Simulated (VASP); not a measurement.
# Fe (P6/mmm) in VASP: a series of runs

The runs below take Fe through single point, relaxation of cell and atoms, with PBEsol.

All numbers are computed with VASP 6.6.1; they aren't measurements. Logs are shortened: lines on timing, memory, paths and dates and some standing lists are left out, and cuts for length are marked.

**1. The cell of the first run**

The structure is hexagonal, space group P6/mmm (No. 191). The conventional cell has a = 3.809 Å, b = 3.809 Å, c = 2.393 Å, α = 90.00°, β = 90.00°, γ = 120.00°. Within 3.2 Å of Fe (site symmetry 6/mmm) lie 14 Fe at 2.39 to 2.50 Å. Within 2.9 Å of Fe (site symmetry -6m2) lie 11 Fe at 2.20 to 2.50 Å.

This isn't the form of Fe at room conditions, which is bcc.

**2. Single point, PBEsol**

The input, INCAR:

```
ALGO     = Normal         # electronic algorithm
EDIFF    = 1E-7           # SCF threshold, eV
ENCUT    = 520            # plane-wave cutoff, eV
GGA      = PS             # functional
ISIF     = 2              # what is computed and relaxed
ISMEAR   = -1             # smearing method
LASPH    = True           # aspherical terms in the spheres
LCHARG   = True           # write CHGCAR
LELF     = True           # ELF
LREAL    = False          # projectors in reciprocal space
LVHAR    = True         
LWAVE    = False          # write WAVECAR
NBANDS   = 19             # bands
NELM     = 100            # most SCF steps
PREC     = Accurate       # precision mode
SIGMA    = 0.1            # smearing width, eV
```

The input, KPOINTS:

```
k-points
0
Gamma
  13 13 17
```

The input, POSCAR:

```
Fe
1.0
    3.8094953719      0.0000000000      0.0000000000
   -1.9047476859      3.2991197677      0.0000000000
    0.0000000000      0.0000000000      2.3929989098
Fe
3
Direct
    1.0000000000      1.0000000000      0.0000000000
    0.3333333333      0.6666666667      0.5000000000
    0.6666666667      0.3333333333      0.5000000000
```

Potentials or basis: VASP PAW PBE potentials, release 64 (Fe).

On the command line:

```
> cat potpaw_PBE.64/Fe/POTCAR > POTCAR
> mpirun -np 1 vasp_std > vasp.out
```

OUTCAR:

```text
EDIFF = 1E-7
   ENCUT = 520
   GGA = PS
   ISIF = 2
   ISMEAR = -1
   LASPH = True
   LREAL = False
   NELM = 100
   PREC = Accurate

 ion  position               nearest neighbor table
   1  0.000  0.000  0.000-   2 2.50   3 2.50   2 2.50   3 2.50   3 2.50   3 2.50   2 2.50   2 2.50
                             3 2.50   3 2.50   2 2.50   2 2.50
   2  0.333  0.667  0.500-   3 2.20   3 2.20   3 2.20   1 2.50   1 2.50   1 2.50   1 2.50   1 2.50
                             1 2.50
   3  0.667  0.333  0.500-   2 2.20   2 2.20   2 2.20   1 2.50   1 2.50   1 2.50   1 2.50   1 2.50
                             1 2.50

  LATTYP: Found a hexagonal cell.
 ALAT       =     3.8094953719
 C/A-ratio  =     0.6281669030

  Lattice vectors:

 A1 = (   3.8094953719,   0.0000000000,   0.0000000000)
 A2 = (  -1.9047476859,   3.2991197677,   0.0000000000)
 A3 = (   0.0000000000,   0.0000000000,   2.3929989098)

Analysis of symmetry for initial positions (statically):
=====================================================================
 Subroutine PRICEL returns:
 Original cell was already a primitive cell.

 Routine SETGRP: Setting up the symmetry group for a
 hexagonal supercell.

 Subroutine GETGRP returns: Found 24 space group operations
 (whereof 24 operations were pure point group operations)
 out of a pool of 24 trial point group operations.

The static configuration has the point symmetry D_6h.

Analysis of symmetry for dynamics (positions and initial velocities):
=====================================================================
 Subroutine PRICEL returns:
 Original cell was already a primitive cell.

 Routine SETGRP: Setting up the symmetry group for a
 hexagonal supercell.

 Subroutine GETGRP returns: Found 24 space group operations
 (whereof 24 operations were pure point group operations)
 out of a pool of 24 trial point group operations.

The dynamic configuration has the point symmetry D_6h.

 Subroutine INISYM returns: Found 24 space group operations
 (whereof 24 operations are pure point group operations),
 and found     1 'primitive' translations

----------------------------------------------------------------------------------------

                                     Primitive cell

  volume of cell :      30.0752
[... 85 lines left out ...]
   ISPIN  =      1    spin polarized calculation?
   LNONCOLLINEAR =      F non collinear calculations
   LSORBIT =      F    spin-orbit coupling
   LASPH  =      T    aspherical Exc in radial PAW
   ENCUT  =  520.0 eV  38.22 Ry    6.18 a.u.   7.08  7.08  4.45*2*pi/ulx,y,z
   NELM   =    100;   NELMIN=  2; NELMDL= -5     # of ELM steps
   EDIFF  = 0.1E-06   stopping-criterion for ELM
   LREAL  =      F    real-space projection
   EDIFFG = 0.1E-05   stopping-criterion for IOM
   NSW    =      0    number of steps for IOM
   IBRION =     -1    ionic relax: 0-MD 1-quasi-New 2-CG
   NFREE  =      0    steps in history (QN), initial steepest desc. (CG)
   ISIF   =      2    stress and relaxation
   ISYM   =      2    0-nonsym 1-usesym 2-fastsym
   POTIM  = 0.5000    time-step for ionic-motion
   TEBEG  =    0.0;   TEEND  =   0.0 temperature during run
   PSTRESS=    0.0 pullay stress
   NELECT =      24.0000    total number of electrons
   NUPDOWN=      -1.0000    fix difference up-down
   EMIN   =  10.00;   EMAX   =-10.00  energy-range for DOS
   EFERMI =   0.00;   METHOD = LEGACY
   ISMEAR =    -1;   SIGMA  =   0.10  broadening in eV -4-tet -1-fermi 0-gaus
   EFERMI_NEDOS =   21; number of points for ismear=-14 and -15
   IALGO  =     38    algorithm
   IMIX   =      4    mixing-type and parameters
     AMIX     =   0.40;   BMIX     =  1.00
     AMIX_MAG =   1.60;   BMIX_MAG =  1.00
  volume/ion in A,a.u.               =      10.03        67.65
  Fermi-wavevector in a.u.,A,eV,Ry     =   1.518481  2.869512 31.372085  2.305783
  Thomas-Fermi vector in A             =   2.627596
   LORBIT       =      0    0 simple, 1 ext, 2 COOP (PROOUT), +10 PAW based schemes
   GGA     = PS    functional components
   LHFCALC =     F    Hartree Fock is set to
   AEXX    =    0.0000 exact exchange contribution
   IVDW    =     0    specifies the selected vdW correction
   LEPSILON=     F    determine dielectric tensor
   LRPA    =     F    only Hartree local field effects (RPA)
 non-spin polarized calculation
  energy-cutoff  :      520.00
  volume of cell :       30.08
 maximum number of plane-waves:       826
   NGX = 15   NGY = 15   NGZ =  9

 number of electron      24.0000013 magnetization

 Free energy of the ion-electron system (eV)
  ---------------------------------------------------
  ext. energy  EPLUGINS =         0.00000000
  ---------------------------------------------------
  free energy    TOTEN  =       -26.34611165 eV

  energy without entropy =      -26.17589056  energy(sigma->0) =      -26.26100111

 E-fermi :   7.0674     XC(G=0): -14.0349

 val. band max:        7.0649236686   @ k =   0.1538   0.0769   0.1176
 cond. band min:       7.0679923129   @ k =   0.2308   0.0769   0.0000
 fundamental gap:      0.0030686443
 Fermi energy:         7.0674296974

 k-point     1 :       0.0000    0.0000    0.0000
  band No.  band energies     occupation
      1      -2.1024      2.00000
      2       2.4402      2.00000
      3       4.0784      2.00000
      4       4.0784      2.00000
      5       4.1090      2.00000
      6       4.1090      2.00000
[... 505 lines left out ...]
      6       4.7164      2.00000
[... 11 lines left out ...]
     18      12.8103      0.00000
     19      16.3712      0.00000

 [... further k-points ...]

------------------------ aborting loop because EDIFF is reached ----------------------------------------

  FORCE on cell =-STRESS in cart. coord.  units (eV):
  Direction    XX          YY          ZZ          XY          YZ          ZX
  --------------------------------------------------------------------------------------
  -------------------------------------------------------------------------------------
  Total       -0.0839690     -0.0839690     -0.1400665     -0.0000000     -0.0000000      0.0000000
  in kB       -4.4732320     -4.4732320     -7.4616836     -0.0000000     -0.0000000      0.0000000
  external PRESSURE =      -5.4693826 kB  Pullay stress =       0.0000000 kB

 VOLUME and BASIS-vectors are now :
 -----------------------------------------------------------------------------
  energy-cutoff  :      520.00
  volume of cell :       30.08
      direct lattice vectors                 reciprocal lattice vectors
     3.809495372  0.000000000  0.000000000     0.262501960  0.151555577  0.000000000
    -1.904747686  3.299119768  0.000000000     0.000000000  0.303111154  0.000000000
     0.000000000  0.000000000  2.392998910     0.000000000  0.000000000  0.417885690

 POSITION                                       TOTAL-FORCE (eV/Angst)
 -----------------------------------------------------------------------------------
      0.00000      0.00000      0.00000        -0.000000      0.000000      0.000000
     -0.00000      2.19941      1.19650        -0.000000      0.000000      0.000000
      1.90475      1.09971      1.19650         0.000000     -0.000000      0.000000
 -----------------------------------------------------------------------------------
    total drift:                                0.000000      0.000000     -0.000000

  FREE ENERGIE OF THE ION-ELECTRON SYSTEM (eV)
  ---------------------------------------------------
  free  energy   TOTEN  =       -26.3461116539 eV

  energy  without entropy=      -26.1758905595  energy(sigma->0) =      -26.26100111
```

Run time: 2.4 min. Hardware: 1 thread of Intel Xeon 8259CL, shared host; peak memory 0.21 GiB.

What came out:

```
Free energy            : -26.3461 eV
Pressure               : -0.5 GPa
Band gap on the k mesh : zero (bands 12 and 13 overlap by 1.52 eV)
```

Stress tensor (GPa, compression positive):
```
-0.45  0.00  0.00
 0.00 -0.45  0.00
 0.00  0.00 -0.75
```

Levels at points of the mesh, in eV from the Fermi level:
```tsv
k point	band 8	band 9	band 10	band 11	band 12	band 13	band 14	band 15	band 16	band 17
(0.00, 0.00, 0.00)	-1.87	-1.40	-1.40	-0.91	-0.91	-0.82	-0.82	1.01	1.01	8.13
```

Caveat: the PAW data sets were made with another functional, which shifts forces and pressure a little; the run has no spin polarisation, though such a crystal can be magnetic.

**3. Relaxation of cell and atoms, PBEsol**

This run uses another cell than the first one, of 11.78 Å³/atom.

The input, INCAR:

```
ALGO = Normal
EDIFF = 1E-6
EDIFFG = -0.01
ENCUT = 600
GGA = PS
IBRION = 2
ISIF = 3
ISMEAR = -1
LASPH = True
LCHARG = False
LREAL = False
LWAVE = False
NELM = 60
NSW = 80
PREC = Accurate
SIGMA = 0.1
```

The input, KPOINTS:

```
k-points
0
Gamma
  9 9 13
```

The input, POSCAR:

```
Fe
1.0
    4.0524593180      0.0000000000      0.0000000000
   -2.0262296590      3.5095327172      0.0000000000
    0.0000000000      0.0000000000      2.4841575619
Fe
3
Direct
    0.0000000000      0.0000000000      0.0000000000
    0.3333333333      0.6666666667      0.5000000000
    0.6666666667      0.3333333333      0.5000000000
```

Potentials or basis: VASP PAW PBE potentials, release 64 (Fe).

On the command line:

```
> cat potpaw_PBE.64/Fe/POTCAR > POTCAR
> mpirun -np 1 vasp_std > vasp.out
```

Run time: 7.8 min. Hardware: 1 thread of Intel Xeon 8259CL, shared host; peak memory 0.2 GiB.

It converged, with:

```
Free energy                           : -26.3466 eV
Relaxed volume                        : 10.00 Å³/atom
Relaxed cell                          : a = 3.807 Å, b = 3.807 Å, c = 2.392 Å, α = 90.00°, β = 90.00°, γ = 120.00°
Space group after relaxing (to 0.1 Å) : P6/mmm (No. 191)
Energy gained by relaxing             : 227.6 meV/atom
Ionic steps                           : 9
Pressure after relaxing               : 0.0 GPa
Band gap on the k mesh                : zero (bands 12 and 13 overlap by 1.49 eV)
```

Step by step:
```
step  energy change (eV)  largest force (eV/Å)  pressure (GPa)  volume (Å³)
   1              0.0000                0.0000          -34.07        35.33
   2              1.0804                0.0000          114.66        24.00
   3             -0.6774                0.0000           -2.72        30.28
   4             -0.6801                0.0000           -0.63        30.06
   5             -0.6803                0.0000            0.36        29.96
   6             -0.6827                0.0000            0.21        30.00
   7             -0.6828                0.0000            0.24        29.99
   8             -0.6828                0.0000           -0.33        30.05
   9             -0.6828                0.0000            0.02        30.01
```

Final structure:
```cif
data_structure
_symmetry_space_group_name_H-M 'P 1'
_symmetry_Int_Tables_number 1
_cell_length_a 3.8066
_cell_length_b 3.8066
_cell_length_c 2.3917
_cell_angle_alpha 90.000
_cell_angle_beta 90.000
_cell_angle_gamma 120.000
_cell_volume 30.01
loop_
_atom_site_label
_atom_site_type_symbol
_atom_site_fract_x
_atom_site_fract_y
_atom_site_fract_z
_atom_site_occupancy
Fe1 Fe 0.00000 0.00000 0.00000 1
Fe2 Fe 0.33333 0.66667 0.50000 1
Fe3 Fe 0.66667 0.33333 0.50000 1
```

Levels at points of the mesh, in eV from the Fermi level:
```
           k point  band 9  band 10  band 11  band 12  band 13  band 14  band 15  band 16
(0.00, 0.00, 0.00)   -1.41    -1.41    -0.91    -0.91    -0.83    -0.83     1.01     1.01
```

Caveat: the volume moved by over 15 % at a fixed basis, so the end points are rough; the PAW data sets were made with another functional, which shifts forces and pressure a little; the run has no spin polarisation, though such a crystal can be magnetic. Spin polarisation is off, so any magnetic state and its effect on volume and gap are missing.
